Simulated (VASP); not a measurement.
Write the native input for VASP 6.6.1 that does the following.

```
Task                   : single point
Functional             : PBE
Dispersion             : D3(BJ)
Potentials or basis    : VASP PAW PBE potentials, release 64 (O, H, C)
Cutoff                 : 520 eV
k mesh                 : 1 × 1 × 1
Occupations            : fermi-dirac, width 0.05 eV
Spin                   : no spin polarisation
Dipole correction      : no
Further INCAR settings : LREAL = Auto; ALGO = Normal; EDIFF = 1e-07; NBANDS = 69
```

The structure of H22CO11 lies in POSCAR:

```
H22CO11
1.0
    7.7711180000      0.0000000000      0.0000000000
    0.0000000000      7.7711180000      0.0000000000
    0.0000000000      0.0000000000      7.7711180000
O H C
11 22 1
Direct
    1.0560642626      0.9074369994      0.1613667429
    0.2361951009      0.7213247824      0.9052880165
    0.6890514338      0.6377332065      0.3699853740
   -0.0542779044      0.3536428092      0.8110029985
    0.4911262446      0.9197003571      0.6098736372
    0.4777304887      0.2793163094      0.2180509934
    0.5786812142      0.4599209535      0.7439470099
    0.3029036491      0.2348825484      0.5427275715
    0.8682277119      0.7360716952      0.8119938470
    0.2371216085      0.1534785600     -0.0673776926
    0.1163539146      0.5319569205      0.4575017391
    1.0416261856      0.8801693656      0.2726892064
    0.9558084178      0.8907984668      0.0958163291
    0.3209062068      0.8134994218      0.8703252222
    0.3140989495      0.6263577519      0.8839140005
    0.6296133967      0.7041329188      0.4638972153
    0.6415550504      0.6510903579      0.2574404352
   -0.0118387084      0.4376075617      0.7364062674
    0.0556547977      0.2775919758      0.8098448640
    0.3928907012      0.9894071870      0.6609087650
    0.5419426137      1.0153236639      0.5381465061
    0.5395491357      0.3746951211      0.2768713588
    0.5306314999      0.2854930269      0.1072303882
    0.6984194552      0.4901096599      0.7085981708
    0.5077905135      0.5415565688      0.6838526966
    0.2282554454      0.3365410228      0.5736497631
    0.3631395122      0.2463609483      0.4342618398
    0.9892913735      0.7802609612      0.8090856425
    0.8030247385      0.8425943346      0.7714591388
    0.2929050878      0.2254887907      0.0284386365
    0.1743507176      0.0784957840      0.0039891300
    0.2108705594      0.4292818614      0.2332997646
   -0.0097926708      0.5512462943      0.2461035851
    0.1037945891      0.5015108508      0.3039202339
```

One way to write it, as run:

INCAR

```
SYSTEM = H22CO11
ALGO = Normal
EDIFF = 1E-7
ENCUT = 520
GGA = PE
ISIF = 2
ISMEAR = -1
IVDW = 12
LASPH = .True.
LCHARG = .False.
LREAL = Auto
LWAVE = .False.
NBANDS = 69
NELM = 80
PREC = Accurate
SIGMA = 0.05
```

KPOINTS

```
k-points
0
Gamma
  1 1 1
  0 0 0
```

Potentials or basis: VASP PAW PBE potentials, release 64 (O, H, C).

Run with:

```sh
$ cat potpaw_PBE.64/O/POTCAR potpaw_PBE.64/H/POTCAR potpaw_PBE.64/C/POTCAR > POTCAR
$ mpirun -np 1 vasp_gam > vasp.out
```

Results of the run:

* Pressure: -0.5 GPa
* Largest force: 4.771 eV/Å
* Band gap on the k mesh: 3.54 eV
* Dispersion energy per atom: -0.026 eV

Caveat: the k points lie up to 0.81 Å⁻¹ apart; the atoms stand as in a frame of molecular dynamics.

Run time: 55 s on 1 thread of Intel(R) Xeon(R) 6975P-C (Granite Rapids), with other jobs on the host, peak memory 0.51 GiB.
